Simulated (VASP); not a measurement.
# Ti in VASP: notebook

The runs below take Ti through single point, with PBEsol.

All numbers are computed with VASP 6.6.1; they aren't measurements. Logs are shortened: lines on timing, memory, paths and dates and some standing lists are left out, and cuts for length are marked.

## Step 1: The cell of the first run

Symmetry: Fm-3m, No. 225, cubic system. The conventional cell has a = 4.263 Å, b = 4.263 Å, c = 4.263 Å, α = 90.00°, β = 90.00°, γ = 90.00°. Within 4.0 Å of Ti (site symmetry m-3m) lie 12 Ti at 3.01 Å.

## Step 2: Single point, PBEsol (strain +0.050 along x and y, +0.050 along z)

The input, INCAR:

```
ALGO = Fast
EDIFF = 1E-6
ENCUT = 520
GGA = PS
ISIF = 2
ISMEAR = 0
LASPH = T
LCHARG = F
LREAL = F
LWAVE = F
NBANDS = 12
NELM = 60
PREC = Accurate
SIGMA = 0.15
```

The input, KPOINTS:

```
k-points
0
Gamma
  20 20 20
```

The input, POSCAR:

```
Ti
1.0
    0.0000000000      2.1315000000      2.1315000000
    2.1315000000      0.0000000000      2.1315000000
    2.1315000000      2.1315000000      0.0000000000
Ti
1
Direct
    0.0000000000      0.0000000000      0.0000000000
```

Potentials or basis: VASP PAW PBE potentials, release 64 (Ti_sv).

On the command line:

```
$ cat potpaw_PBE.64/Ti_sv/POTCAR > POTCAR
$ mpirun -np 1 vasp_std > vasp.out
```

OUTCAR:

```text
EDIFF = 1E-6
   ENCUT = 520
   GGA = PS
   ISIF = 2
   ISMEAR = 0
   LASPH = T
   LREAL = F
   NELM = 60
   PREC = Accurate

 ion  position               nearest neighbor table
   1  0.000  0.000  0.000-

  LATTYP: Found a face centered cubic cell.
 ALAT       =     4.2630000000

  Lattice vectors:

 A1 = (   0.0000000000,   2.1315000000,   2.1315000000)
 A2 = (   2.1315000000,   0.0000000000,   2.1315000000)
 A3 = (   2.1315000000,   2.1315000000,   0.0000000000)

Analysis of symmetry for initial positions (statically):
=====================================================================
 Subroutine PRICEL returns:
 Original cell was already a primitive cell.

 Routine SETGRP: Setting up the symmetry group for a
 face centered cubic supercell.

 Subroutine GETGRP returns: Found 48 space group operations
 (whereof 48 operations were pure point group operations)
 out of a pool of 48 trial point group operations.

The static configuration has the point symmetry O_h .

Analysis of symmetry for dynamics (positions and initial velocities):
=====================================================================
 Subroutine PRICEL returns:
 Original cell was already a primitive cell.

 Routine SETGRP: Setting up the symmetry group for a
 face centered cubic supercell.

 Subroutine GETGRP returns: Found 48 space group operations
 (whereof 48 operations were pure point group operations)
 out of a pool of 48 trial point group operations.

The dynamic configuration has the point symmetry O_h .

 Subroutine INISYM returns: Found 48 space group operations
 (whereof 48 operations are pure point group operations),
 and found     1 'primitive' translations

----------------------------------------------------------------------------------------

                                     Primitive cell

  volume of cell :      19.3681

  direct lattice vectors                    reciprocal lattice vectors
     0.000000000  2.131500000  2.131500000    -0.234576589  0.234576589  0.234576589
     2.131500000  0.000000000  2.131500000     0.234576589 -0.234576589  0.234576589
     2.131500000  2.131500000  0.000000000     0.234576589  0.234576589 -0.234576589

  length of vectors
     3.014396208  3.014396208  3.014396208     0.406298571  0.406298571  0.406298571

  position of ions in fractional coordinates (direct lattice)
     0.000000000  0.000000000  0.000000000

  ion indices of the primitive-cell ions
   primitive index   ion index
                 1           1

----------------------------------------------------------------------------------------

 KPOINTS: k-points

Automatic generation of k-mesh.
 Grid dimensions read from file:
 generate k-points for:   20   20   20

 Generating k-lattice:

  Cartesian coordinates                     Fractional coordinates (reciprocal lattice)
    -0.011728829  0.011728829  0.011728829     0.050000000  0.000000000  0.000000000
     0.011728829 -0.011728829  0.011728829     0.000000000  0.050000000  0.000000000
     0.011728829  0.011728829 -0.011728829     0.000000000  0.000000000  0.050000000

  Length of vectors
     0.020314929  0.020314929  0.020314929

  Shift w.r.t. Gamma in fractional coordinates (k-lattice)
     0.000000000  0.000000000  0.000000000

 Subroutine IBZKPT returns following result:
 ===========================================

 Found    256 irreducible k-points:

 Following reciprocal coordinates:
            Coordinates               Weight
  0.000000  0.000000  0.000000      1.000000
  0.050000  0.000000  0.000000      8.000000
  0.100000  0.000000  0.000000      8.000000
  0.150000  0.000000  0.000000      8.000000
  0.200000  0.000000  0.000000      8.000000
  0.250000  0.000000  0.000000      8.000000
[... 16 lines left out ...]
 -0.400000  0.050000  0.000000     24.000000
 -0.350000  0.050000  0.000000     24.000000
 [... further k-points ...]
   k-points           NKPTS =    256   k-points in BZ     NKDIM =    256   number of bands    NBANDS=     12
   number of dos      NEDOS =    301   number of ions     NIONS =      1
   total plane-waves  NPLWV =  13824
   dimension x,y,z NGX =    24 NGY =   24 NGZ =   24
   dimension x,y,z NGXF=    48 NGYF=   48 NGZF=   48
   ions per type =               1
   NGX,Y,Z   is equivalent  to a cutoff of  13.24, 13.24, 13.24 a.u.
   NGXF,Y,Z  is equivalent  to a cutoff of  26.47, 26.47, 26.47 a.u.
 SYSTEM =  unknown system
   PREC   = accura    normal or accurate (medium, high low for compatibility)
   ISTART =      0    job   : 0-new  1-cont  2-samecut
   ICHARG =      2    charge: 1-file 2-atom 10-const
   ISPIN  =      1    spin polarized calculation?
   LNONCOLLINEAR =      F non collinear calculations
   LSORBIT =      F    spin-orbit coupling
   LASPH  =      T    aspherical Exc in radial PAW
   ENCUT  =  520.0 eV  38.22 Ry    6.18 a.u.   5.60  5.60  5.60*2*pi/ulx,y,z
   NELM   =     60;   NELMIN=  2; NELMDL= -5     # of ELM steps
   EDIFF  = 0.1E-05   stopping-criterion for ELM
   LREAL  =      F    real-space projection
   EDIFFG = 0.1E-04   stopping-criterion for IOM
   NSW    =      0    number of steps for IOM
   IBRION =     -1    ionic relax: 0-MD 1-quasi-New 2-CG
   NFREE  =      0    steps in history (QN), initial steepest desc. (CG)
   ISIF   =      2    stress and relaxation
   ISYM   =      2    0-nonsym 1-usesym 2-fastsym
   POTIM  = 0.5000    time-step for ionic-motion
   TEBEG  =    0.0;   TEEND  =   0.0 temperature during run
   PSTRESS=    0.0 pullay stress
   NELECT =      12.0000    total number of electrons
   NUPDOWN=      -1.0000    fix difference up-down
   EMIN   =  10.00;   EMAX   =-10.00  energy-range for DOS
   EFERMI =   0.00;   METHOD = LEGACY
   ISMEAR =     0;   SIGMA  =   0.15  broadening in eV -4-tet -1-fermi 0-gaus
   EFERMI_NEDOS =   21; number of points for ismear=-14 and -15
   IALGO  =     68    algorithm
   IMIX   =      4    mixing-type and parameters
     AMIX     =   0.40;   BMIX     =  1.00
     AMIX_MAG =   1.60;   BMIX_MAG =  1.00
  volume/ion in A,a.u.               =      19.37       130.70
  Fermi-wavevector in a.u.,A,eV,Ry     =   1.395639  2.637376 26.501558  1.947810
  Thomas-Fermi vector in A             =   2.519072
   LORBIT       =      0    0 simple, 1 ext, 2 COOP (PROOUT), +10 PAW based schemes
   GGA     = PS    functional components
   LHFCALC =     F    Hartree Fock is set to
   AEXX    =    0.0000 exact exchange contribution
   IVDW    =     0    specifies the selected vdW correction
   LEPSILON=     F    determine dielectric tensor
   LRPA    =     F    only Hartree local field effects (RPA)
 non-spin polarized calculation
 RMM-DIIS sequential band-by-band and
 Gauss-broadening in eV      SIGMA  =   0.15
  energy-cutoff  :      520.00
  volume of cell :       19.37
 maximum number of plane-waves:       544
   NGX = 11   NGY = 11   NGZ = 11

 number of electron      12.0000004 magnetization

 Free energy of the ion-electron system (eV)
  ---------------------------------------------------
  ext. energy  EPLUGINS =         0.00000000
  ---------------------------------------------------
  free energy    TOTEN  =        -8.16801320 eV

  energy without entropy =       -8.14575546  energy(sigma->0) =       -8.15688433

 E-fermi :   6.9923     XC(G=0): -11.1258

 val. band max:        6.9906275978   @ k =  -0.3000   0.2500   0.0500
 cond. band min:       6.9946802382   @ k =   0.4000   0.0500   0.0000
 fundamental gap:      0.0040526405
 Fermi energy:         6.9922868493

 k-point     1 :       0.0000    0.0000    0.0000
  band No.  band energies     occupation
      1     -49.6863      2.00000
      2     -25.7450      2.00000
      3     -25.7450      2.00000
      4     -25.7450      2.00000
      5       1.1716      2.00000
      6       7.7926      0.00000
      7       7.7926      0.00000
      8       7.7926      0.00000
      9       9.1844      0.00000
     10       9.1844      0.00000
     11      21.6628      0.00000
     12      25.5644      0.00000

 k-point     2 :       0.0500    0.0000    0.0000
  band No.  band energies     occupation
      1     -49.6843      2.00000
      2     -25.7568      2.00000
      3     -25.7465      2.00000
      4     -25.7465      2.00000
      5       1.2451      2.00000
      6       7.7495      0.00000
      7       7.8184      0.00000
      8       7.8184      0.00000
      9       9.1684      0.00000
     10       9.1684      0.00000
     11      21.7046      0.00000
     12      24.9003      0.00000

 k-point     3 :       0.1000    0.0000    0.0000
  band No.  band energies     occupation
      1     -49.6788      2.00000
      2     -25.7911      2.00000
      3     -25.7510      2.00000
      4     -25.7510      2.00000
      5       1.4622      2.00000
      6       7.6291      0.00000
      7       7.8878      0.00000
      8       7.8878      0.00000
      9       9.1300      0.00000
     10       9.1300      0.00000
     11      21.7434      0.00000
     12      23.6582      0.00000
[... 286 lines left out ...]
 k-point    23 :      -0.4000    0.0500    0.0000
  band No.  band energies     occupation
      1     -49.6117      2.00000
      2     -26.1816      2.00000
      3     -25.8143      2.00000
      4     -25.8018      2.00000
      5       4.4886      2.00000
      6       7.1114      0.26161
      7       7.7166      0.00000
      8       7.7820      0.00000
      9       9.8815      0.00000
     10      10.1506      0.00000
     11      14.8311      0.00000
     12      21.1033      0.00000

 k-point    24 :      -0.3500    0.0500    0.0000
  band No.  band energies     occupation
      1     -49.6195      2.00000
      2     -26.1371      2.00000
      3     -25.8095      2.00000
      4     -25.7941      2.00000
      5       4.1422      2.00000
      6       6.9655      1.19927
      7       7.7819      0.00000
      8       7.8557      0.00000
      9       9.6480      0.00000
     10       9.9708      0.00000
     11      15.8211      0.00000
     12      21.3609      0.00000

 [... further k-points ...]

------------------------ aborting loop because EDIFF is reached ----------------------------------------

  FORCE on cell =-STRESS in cart. coord.  units (eV):
  Direction    XX          YY          ZZ          XY          YZ          ZX
  --------------------------------------------------------------------------------------
  -------------------------------------------------------------------------------------
  Total       -1.5961471     -1.5961471     -1.5961471     -0.0000000     -0.0000000     -0.0000000
  in kB     -132.0375566   -132.0375566   -132.0375566     -0.0000000     -0.0000000     -0.0000000
  external PRESSURE =    -132.0375566 kB  Pullay stress =       0.0000000 kB

 VOLUME and BASIS-vectors are now :
 -----------------------------------------------------------------------------
  energy-cutoff  :      520.00
  volume of cell :       19.37
      direct lattice vectors                 reciprocal lattice vectors
     0.000000000  2.131500000  2.131500000    -0.234576589  0.234576589  0.234576589
     2.131500000  0.000000000  2.131500000     0.234576589 -0.234576589  0.234576589
     2.131500000  2.131500000  0.000000000     0.234576589  0.234576589 -0.234576589

 POSITION                                       TOTAL-FORCE (eV/Angst)
 -----------------------------------------------------------------------------------
      0.00000      0.00000      0.00000         0.000000      0.000000      0.000000
 -----------------------------------------------------------------------------------
    total drift:                                0.000000      0.000000      0.000000

  FREE ENERGIE OF THE ION-ELECTRON SYSTEM (eV)
  ---------------------------------------------------
  free  energy   TOTEN  =        -8.1680132001 eV

  energy  without entropy=       -8.1457554633  energy(sigma->0) =       -8.15688433
```

It took 93 s on 1 thread of Intel Xeon Platinum 8375C at 2.90GHz (Ice Lake), shared host; peak memory 0.17 GiB.

Results:

```yaml
Free_energy: -8.1680 eV
Pressure: -13.2 GPa
Band_gap_on_the_k_mesh: zero (band 6 reaches 7.79 eV, above the bottom of band 7 at 6.65 eV)
```

Levels at points of the mesh, in eV from the Fermi level:
| k point | band 2 | band 3 | band 4 | band 5 | band 6 | band 7 | band 8 | band 9 | band 10 | band 11 |
| --- | --- | --- | --- | --- | --- | --- | --- | --- | --- | --- |
| (0.00, 0.00, 0.00) | -32.74 | -32.74 | -32.74 | -5.82 | 0.80 | 0.80 | 0.80 | 2.19 | 2.19 | 14.67 |
| (0.50, 0.00, 0.00) | -33.21 | -32.80 | -32.80 | -2.36 | 0.43 | 0.70 | 0.70 | 3.12 | 3.12 | 7.10 |
| (0.50, 0.50, 0.00) | -33.18 | -32.91 | -32.91 | -2.23 | -1.44 | 2.41 | 3.11 | 3.36 | 3.36 | 10.76 |

Caveat: the cell differs from its parent crystal (strain +0.050 along x and y, +0.050 along z); the PAW data sets were made with another functional, which shifts forces and pressure a little.

## Step 3: Single point, PBEsol (strain +0.025 along x and y, +0.050 along z)

The input, INCAR:

```
  ALGO = Fast
  EDIFF = 1E-6
  ENCUT = 520
  GGA = PS
  ISIF = 2
  ISMEAR = 0
  LASPH = True
  LCHARG = False
  LREAL = False
  LWAVE = False
  NBANDS = 12
  NELM = 100
  PREC = Accurate
  SIGMA = 0.15
```

KPOINTS is that of step 2.

The input, POSCAR:

```
Ti
1.0
    0.0000000000      2.0807500000      2.1315000000
    2.0807500000      0.0000000000      2.1315000000
    2.0807500000      2.0807500000      0.0000000000
Ti
1
Direct
    0.0000000000      0.0000000000      0.0000000000
```

Potentials or basis: VASP PAW PBE potentials, release 64 (Ti_sv).

On the command line:

```
$ cat potpaw_PBE.64/Ti_sv/POTCAR > POTCAR
$ mpirun -np 1 vasp_std > vasp.out
```

Run time: 3.6 min. Hardware: 1 thread of Intel Xeon Platinum 8375C at 2.90GHz (Ice Lake), shared host; peak memory 0.25 GiB.

The run converged. Its results:

```
Free energy            : -8.2329 eV
Pressure               : -9.8 GPa
Band gap on the k mesh : zero (band 6 reaches 8.23 eV, above the bottom of band 7 at 7.05 eV)
```

Stress tensor (GPa, compression positive):
```
 -9.48   0.00   0.00
  0.00  -9.48   0.00
  0.00   0.00 -10.30
```

Levels at points of the mesh, in eV from the Fermi level:
```
           k point  band 4  band 5  band 6  band 7  band 8  band 9
(0.00, 0.00, 0.00)  -32.60   -5.94    0.72    0.90    0.90    2.22
(0.50, 0.00, 0.00)  -32.67   -2.46    0.52    0.63    0.83    3.28
(0.50, 0.50, 0.00)  -32.78   -2.39   -1.52    2.31    3.32    3.58
(0.50, 0.00, 0.50)  -32.80   -2.37   -1.56    2.73    3.30    3.52
```

Caveat: the cell differs from its parent crystal (strain +0.025 along x and y, +0.050 along z); the PAW data sets were made with another functional, which shifts forces and pressure a little.
